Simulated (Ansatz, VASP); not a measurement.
Two plane-wave programs on Zr

```
Zr
1.0
     2.83167    0.00000    0.00000
     0.00000    2.83167    0.00000
     0.00000    0.00000    2.83167
Zr
1
Direct
  0.00000 0.00000 0.00000
```

Alike in both runs: task single point; functional LDA; k mesh 13 × 13 × 13; occupations fermi-dirac, width 0.1 eV; no spin polarisation.

|  | VASP | Ansatz |
| --- | --- | --- |
| version | VASP 6.6.1 | Ansatz 0.2.0 |
| potentials or method | VASP PAW LDA potentials, release 64 (Zr_sv), cutoff 520 eV | plane waves (420 eV) with PAW, scalar-relativistic |
| valence electrons in the cell | 12 | 12 |

```csv
,VASP,Ansatz,Ansatz less VASP
pressure (GPa),0.8,0.7,-0.10
```

Ansatz warns that its potentials were made for another functional, while VASP's fit it. LDA's correlation is that of Perdew and Zunger in VASP and of Perdew and Wang (1992) in Ansatz.
